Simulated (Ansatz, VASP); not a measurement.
# ZnAu in VASP and in Ansatz

```
Zn Au
1.0
     3.17816    0.00000    0.00000
     0.00000    3.17816    0.00000
     0.00000    0.00000    3.17816
Zn Au
1 1
Direct
  0.50000 0.50000 0.50000
  0.00000 0.00000 0.00000
```

Change from the starting cell: volume scaled by 1.03.

Alike in both runs: task single point; functional PBE; k mesh 13 × 13 × 13; occupations fermi-dirac, width 0.05 eV; no spin polarisation.

|  | VASP | Ansatz |
| --- | --- | --- |
| version | VASP 6.6.1 | Ansatz 0.2.0 |
| potentials or method | VASP PAW PBE potentials, release 64 (Zn, Au), cutoff 520 eV | all-electron LAPW, scalar-relativistic |

```tsv
	VASP	Ansatz	Ansatz less VASP
pressure (GPa)	1.0	1.0	-0.04
```

Ansatz ran all-electron here, and VASP with PAW potentials.

Neither program's run includes spin-orbit coupling.
